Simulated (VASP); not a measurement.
# Zr5Pt3 (P6_3/mcm) in VASP: single point with PBE

Aim: the single point of Zr5Pt3 with PBE.

All numbers are computed with VASP 6.6.1; they aren't measurements. Logs are shortened: lines on timing, memory, paths and dates and some standing lists are left out, and cuts for length are marked.

**1. The cell of the first run**

The structure is hexagonal, space group P6_3/mcm (No. 193). The conventional cell has a = 8.182 Å, b = 8.182 Å, c = 5.384 Å, α = 90.00°, β = 90.00°, γ = 120.00°. Within 3.5 Å of Zr (site symmetry 32) lie 8 Zr at 2.69 to 3.44 Å and 6 Pt at 2.85 Å. Within 3.7 Å of Zr (site symmetry m2m) lie 5 Pt at 2.84 to 2.97 Å and 10 Zr at 3.35 to 3.44 Å. Pt (site symmetry m2m) has 9 Zr at 2.84 to 2.97 Å and 2 Pt at 3.17 Å within 3.7 Å.

**2. Single point, PBE**

INCAR

```
SYSTEM = Zr5Pt3
  PREC = Accurate
  ENCUT = 520
  EDIFF = 1E-6
  ISMEAR = 0
  SIGMA = 0.1
  LREAL = Auto
  LASPH = .TRUE.
  NELM = 80
  ALGO = Fast
  ISIF = 2
  LWAVE = .FALSE.
  LCHARG = .TRUE.
  GGA = PE
  LELF = .TRUE.
  LVHAR = .TRUE.
  NBANDS = 104
```

KPOINTS

```
regular mesh
0
G
  3 3 4
  0 0 0
```

POSCAR

```
Zr5Pt3
1.0
    8.1820000000      0.0000000000      0.0000000000
   -4.0910000000      7.0858198500      0.0000000000
    0.0000000000      0.0000000000      5.3840000000
Zr Pt
10 6
Direct
    0.3333333300      0.6666666700      0.5000000000
    0.6666666700      0.3333333300      0.5000000000
    0.6666666700      0.3333333300      0.0000000000
    0.3333333300      0.6666666700      0.0000000000
    0.7570008700      0.0000000000      0.2500000000
    0.0000000000      0.7570008700      0.2500000000
    0.2429991300      0.2429991300      0.2500000000
    0.2429991300      0.0000000000      0.7500000000
    0.0000000000      0.2429991300      0.7500000000
    0.7570008700      0.7570008700      0.7500000000
    0.3973749700      0.0000000000      0.2500000000
    0.0000000000      0.3973749700      0.2500000000
    0.6026250300      0.6026250300      0.2500000000
    0.6026250300      0.0000000000      0.7500000000
    0.0000000000      0.6026250300      0.7500000000
    0.3973749700      0.3973749700      0.7500000000
```

Potentials or basis: VASP PAW PBE potentials, release 64 (Zr_sv, Pt).

Run with:

```sh
> cat potpaw_PBE.64/Zr_sv/POTCAR potpaw_PBE.64/Pt/POTCAR > POTCAR
> mpirun -np 1 vasp_std > vasp.out
```

OUTCAR:

```text
SYSTEM = Zr5Pt3
   PREC = Accurate
   ENCUT = 520
   EDIFF = 1E-6
   ISMEAR = 0
   LREAL = Auto
   LASPH = .TRUE.
   NELM = 80
   ISIF = 2
   GGA = PE

 ion  position               nearest neighbor table
   1  0.333  0.667  0.500-   4 2.69   4 2.69  11 2.85  15 2.85  14 2.85  12 2.85  16 2.85  13 2.85
                             8 3.44   6 3.44   9 3.44   5 3.44   7 3.44  10 3.44
   2  0.667  0.333  0.500-   3 2.69   3 2.69  14 2.85  12 2.85  11 2.85  15 2.85  13 2.85  16 2.85
                             5 3.44   9 3.44   6 3.44   8 3.44  10 3.44   7 3.44
   3  0.667  0.333  0.000-   2 2.69   2 2.69  14 2.85  12 2.85  11 2.85  15 2.85  13 2.85  16 2.85
                             5 3.44   9 3.44   6 3.44   8 3.44  10 3.44   7 3.44
   4  0.333  0.667  0.000-   1 2.69   1 2.69  11 2.85  15 2.85  14 2.85  12 2.85  16 2.85  13 2.85
                             8 3.44   6 3.44   9 3.44   5 3.44   7 3.44  10 3.44
   5  0.757  0.000  0.250-  12 2.84  13 2.84  11 2.94  14 2.97  14 2.97  10 3.35   9 3.35  10 3.35
                             9 3.35   3 3.44   2 3.44   4 3.44   1 3.44   7 3.44   6 3.44
   6  0.000  0.757  0.250-  11 2.84  13 2.84  12 2.94  15 2.97  15 2.97   8 3.35   8 3.35  10 3.35
                            10 3.35   4 3.44   1 3.44   2 3.44   3 3.44   7 3.44   5 3.44
   7  0.243  0.243  0.250-  11 2.84  12 2.84  13 2.94  16 2.97  16 2.97   8 3.35   8 3.35   9 3.35
                             9 3.35   4 3.44   1 3.44   2 3.44   3 3.44   6 3.44   5 3.44
   8  0.243  0.000  0.750-  15 2.84  16 2.84  14 2.94  11 2.97  11 2.97   7 3.35   6 3.35   7 3.35
                             6 3.35   4 3.44   1 3.44   2 3.44   3 3.44  10 3.44   9 3.44
   9  0.000  0.243  0.750-  14 2.84  16 2.84  15 2.94  12 2.97  12 2.97   5 3.35   5 3.35   7 3.35
                             7 3.35   3 3.44   2 3.44   4 3.44   1 3.44  10 3.44   8 3.44
  10  0.757  0.757  0.750-  14 2.84  15 2.84  16 2.94  13 2.97  13 2.97   5 3.35   5 3.35   6 3.35
                             6 3.35   3 3.44   2 3.44   4 3.44   1 3.44   9 3.44   8 3.44
  11  0.397  0.000  0.250-   6 2.84   7 2.84   1 2.85   4 2.85   3 2.85   2 2.85   5 2.94   8 2.97
                             8 2.97  14 3.17  14 3.17
  12  0.000  0.397  0.250-   5 2.84   7 2.84   2 2.85   3 2.85   1 2.85   4 2.85   6 2.94   9 2.97
                             9 2.97  15 3.17  15 3.17
  13  0.603  0.603  0.250-   5 2.84   6 2.84   2 2.85   3 2.85   1 2.85   4 2.85   7 2.94  10 2.97
                            10 2.97  16 3.17  16 3.17
  14  0.603  0.000  0.750-   9 2.84  10 2.84   2 2.85   3 2.85   1 2.85   4 2.85   8 2.94   5 2.97
                             5 2.97  11 3.17  11 3.17
  15  0.000  0.603  0.750-   8 2.84  10 2.84   1 2.85   4 2.85   3 2.85   2 2.85   9 2.94   6 2.97
                             6 2.97  12 3.17  12 3.17
  16  0.397  0.397  0.750-   8 2.84   9 2.84   1 2.85   4 2.85   3 2.85   2 2.85  10 2.94   7 2.97
                             7 2.97  13 3.17  13 3.17

  LATTYP: Found a hexagonal cell.
 ALAT       =     8.1820000000
 C/A-ratio  =     0.6580298216

  Lattice vectors:

 A1 = (   8.1820000000,   0.0000000000,   0.0000000000)
 A2 = (  -4.0910000000,   7.0858198500,   0.0000000000)
 A3 = (   0.0000000000,   0.0000000000,   5.3840000000)

Analysis of symmetry for initial positions (statically):
=====================================================================
 Subroutine PRICEL returns:
 Original cell was already a primitive cell.

 Routine SETGRP: Setting up the symmetry group for a
 hexagonal supercell.

 Subroutine GETGRP returns: Found 24 space group operations
 (whereof 12 operations were pure point group operations)
 out of a pool of 24 trial point group operations.

The static configuration has the point symmetry D_3d.
 The point group associated with its full space group is D_6h.

Analysis of symmetry for dynamics (positions and initial velocities):
=====================================================================
 Subroutine PRICEL returns:
 Original cell was already a primitive cell.

 Routine SETGRP: Setting up the symmetry group for a
 hexagonal supercell.

 Subroutine GETGRP returns: Found 24 space group operations
 (whereof 12 operations were pure point group operations)
 out of a pool of 24 trial point group operations.

The dynamic configuration has the point symmetry D_3d.
 The point group associated with its full space group is D_6h.

 Subroutine INISYM returns: Found 24 space group operations
 (whereof 12 operations are pure point group operations),
 and found     1 'primitive' translations

----------------------------------------------------------------------------------------

                                     Primitive cell

  volume of cell :     312.1437

  direct lattice vectors                    reciprocal lattice vectors
     8.182000000  0.000000000  0.000000000     0.122219506  0.070563465  0.000000000
    -4.091000000  7.085819850  0.000000000     0.000000000  0.141126930  0.000000000
     0.000000000  0.000000000  5.384000000     0.000000000  0.000000000  0.185735513

[... 61 lines left out ...]
 Subroutine IBZKPT returns following result:
 ===========================================

 Found      9 irreducible k-points:

 Following reciprocal coordinates:
            Coordinates               Weight
  0.000000  0.000000  0.000000      1.000000
  0.333333  0.000000  0.000000      6.000000
  0.333333  0.333333  0.000000      2.000000
  0.000000  0.000000  0.250000      2.000000
  0.333333  0.000000  0.250000     12.000000
  0.333333  0.333333  0.250000      4.000000
  0.000000  0.000000  0.500000      1.000000
  0.333333  0.000000  0.500000      6.000000
  0.333333  0.333333  0.500000      2.000000
   k-points           NKPTS =      9   k-points in BZ     NKDIM =      9   number of bands    NBANDS=    104
   number of dos      NEDOS =    301   number of ions     NIONS =     16
   total plane-waves  NPLWV = 163840
   dimension x,y,z NGX =    64 NGY =   64 NGZ =   40
   dimension x,y,z NGXF=   128 NGYF=  128 NGZF=   80
   ions per type =              10   6
   NGX,Y,Z   is equivalent  to a cutoff of  13.00, 13.00, 12.35 a.u.
   NGXF,Y,Z  is equivalent  to a cutoff of  26.01, 26.01, 24.70 a.u.
 SYSTEM =  Zr5Pt3
   PREC   = accura    normal or accurate (medium, high low for compatibility)
   ISTART =      0    job   : 0-new  1-cont  2-samecut
   ICHARG =      2    charge: 1-file 2-atom 10-const
   ISPIN  =      1    spin polarized calculation?
   LNONCOLLINEAR =      F non collinear calculations
   LSORBIT =      F    spin-orbit coupling
   LASPH  =      T    aspherical Exc in radial PAW
   ENCUT  =  520.0 eV  38.22 Ry    6.18 a.u.  15.21 15.21 10.01*2*pi/ulx,y,z
   NELM   =     80;   NELMIN=  2; NELMDL= -5     # of ELM steps
   EDIFF  = 0.1E-05   stopping-criterion for ELM
   LREAL  =      T    real-space projection
   EDIFFG = 0.1E-04   stopping-criterion for IOM
   NSW    =      0    number of steps for IOM
   IBRION =     -1    ionic relax: 0-MD 1-quasi-New 2-CG
   NFREE  =      0    steps in history (QN), initial steepest desc. (CG)
   ISIF   =      2    stress and relaxation
   ISYM   =      2    0-nonsym 1-usesym 2-fastsym
   POTIM  = 0.5000    time-step for ionic-motion
   TEBEG  =    0.0;   TEEND  =   0.0 temperature during run
   PSTRESS=    0.0 pullay stress
   NELECT =     180.0000    total number of electrons
   NUPDOWN=      -1.0000    fix difference up-down
   EMIN   =  10.00;   EMAX   =-10.00  energy-range for DOS
   EFERMI =   0.00;   METHOD = LEGACY
   ISMEAR =     0;   SIGMA  =   0.10  broadening in eV -4-tet -1-fermi 0-gaus
   EFERMI_NEDOS =   21; number of points for ismear=-14 and -15
   IALGO  =     68    algorithm
   IMIX   =      4    mixing-type and parameters
     AMIX     =   0.40;   BMIX     =  1.00
     AMIX_MAG =   1.60;   BMIX_MAG =  1.00
  volume/ion in A,a.u.               =      19.51       131.65
  Fermi-wavevector in a.u.,A,eV,Ry     =   1.362639  2.575014 25.263091  1.856785
  Thomas-Fermi vector in A             =   2.489111
   LORBIT       =      0    0 simple, 1 ext, 2 COOP (PROOUT), +10 PAW based schemes
   GGA     = PE    functional components
   LHFCALC =     F    Hartree Fock is set to
   AEXX    =    0.0000 exact exchange contribution
   IVDW    =     0    specifies the selected vdW correction
   LEPSILON=     F    determine dielectric tensor
   LRPA    =     F    only Hartree local field effects (RPA)
 non-spin polarized calculation
 RMM-DIIS sequential band-by-band and
 Gauss-broadening in eV      SIGMA  =   0.10
  energy-cutoff  :      520.00
  volume of cell :      312.14
 maximum number of plane-waves:      8420
 NGX is ok and might be reduce to    64
   NGX = 31   NGY = 31   NGZ = 21

 number of electron     179.9999991 magnetization

 Free energy of the ion-electron system (eV)
  ---------------------------------------------------
  ext. energy  EPLUGINS =         0.00000000
  ---------------------------------------------------
  free energy    TOTEN  =      -134.93107521 eV

  energy without entropy =     -134.80089844  energy(sigma->0) =     -134.86598683

 E-fermi :  10.1843     XC(G=0): -11.9256

 val. band max:       10.1786031859   @ k =   0.3333   0.3333   0.5000
 cond. band min:      10.2025942737   @ k =   0.3333   0.0000   0.2500
 fundamental gap:      0.0239910877
 Fermi energy:        10.1842782304

 k-point     1 :       0.0000    0.0000    0.0000
  band No.  band energies     occupation
      1     -39.0585      2.00000
      2     -39.0293      2.00000
      3     -39.0293      2.00000
      4     -39.0032      2.00000
      5     -39.0026      2.00000
      6     -39.0026      2.00000
[... 934 lines left out ...]
    101      11.1362      0.00000
    102      11.1364      0.00000
 [bands above 102 left out]

------------------------ aborting loop because EDIFF is reached ----------------------------------------

  FORCE on cell =-STRESS in cart. coord.  units (eV):
  Direction    XX          YY          ZZ          XY          YZ          ZX
  --------------------------------------------------------------------------------------
  -------------------------------------------------------------------------------------
  Total        8.6448953      8.6448953      7.3164961      0.0000000      0.0000000      0.0000000
  in kB       44.3726830     44.3726830     37.5542503      0.0000000      0.0000000      0.0000000
  external PRESSURE =      42.0998721 kB  Pullay stress =       0.0000000 kB

 VOLUME and BASIS-vectors are now :
 -----------------------------------------------------------------------------
  energy-cutoff  :      520.00
  volume of cell :      312.14
      direct lattice vectors                 reciprocal lattice vectors
     8.182000000  0.000000000  0.000000000     0.122219506  0.070563465  0.000000000
    -4.091000000  7.085819850  0.000000000     0.000000000  0.141126930  0.000000000
     0.000000000  0.000000000  5.384000000     0.000000000  0.000000000  0.185735513

 POSITION                                       TOTAL-FORCE (eV/Angst)
 -----------------------------------------------------------------------------------
     -0.00000      4.72388      2.69200         0.000000      0.000000     -0.000000
      4.09100      2.36194      2.69200        -0.000000      0.000000     -0.000000
      4.09100      2.36194      0.00000         0.000000     -0.000000     -0.000000
     -0.00000      4.72388      0.00000        -0.000000      0.000000     -0.000000
      6.19378      0.00000      1.34600        -0.121482     -0.000000     -0.000000
     -3.09689      5.36397      1.34600         0.060741     -0.105207     -0.000000
[... 8 lines left out ...]
     -2.46534      4.27009      4.03800        -0.042334      0.073324      0.000000
      1.62566      2.81573      4.03800        -0.042334     -0.073324      0.000000
 -----------------------------------------------------------------------------------
    total drift:                               -0.000000      0.000000     -0.000000

  FREE ENERGIE OF THE ION-ELECTRON SYSTEM (eV)
  ---------------------------------------------------
  free  energy   TOTEN  =      -134.9310752136 eV

  energy  without entropy=     -134.8008984401  energy(sigma->0) =     -134.86598683
```

Run time: 38 min. Hardware: 1 thread of Oxide Virtual Turin-like, shared host; peak memory 0.47 GiB.

What came out:

* Free energy: -134.9311 eV
* Pressure: 4.2 GPa
* Largest force: 0.121 eV/Å
* Band gap on the k mesh: zero (bands 90 and 91 overlap by 0.48 eV)

Forces in eV/Å, atoms in the order of the input:
```
Zr   0.000  0.000  0.000
Zr   0.000  0.000  0.000
Zr   0.000  0.000  0.000
Zr   0.000  0.000  0.000
Zr  -0.121  0.000  0.000
Zr   0.061 -0.105  0.000
Zr   0.061  0.105  0.000
Zr   0.121  0.000  0.000
Zr  -0.061  0.105  0.000
Zr  -0.061 -0.105  0.000
Pt  -0.085  0.000  0.000
Pt   0.042 -0.073  0.000
Pt   0.042  0.073  0.000
Pt   0.085  0.000  0.000
Pt  -0.042  0.073  0.000
Pt  -0.042 -0.073  0.000
```

Stress tensor (GPa, compression positive):
```
4.44 0.00 0.00
0.00 4.44 0.00
0.00 0.00 3.76
```

Caveat: the cell stands under pressure; spin-orbit coupling is left out, which moves the levels of the heavy elements.
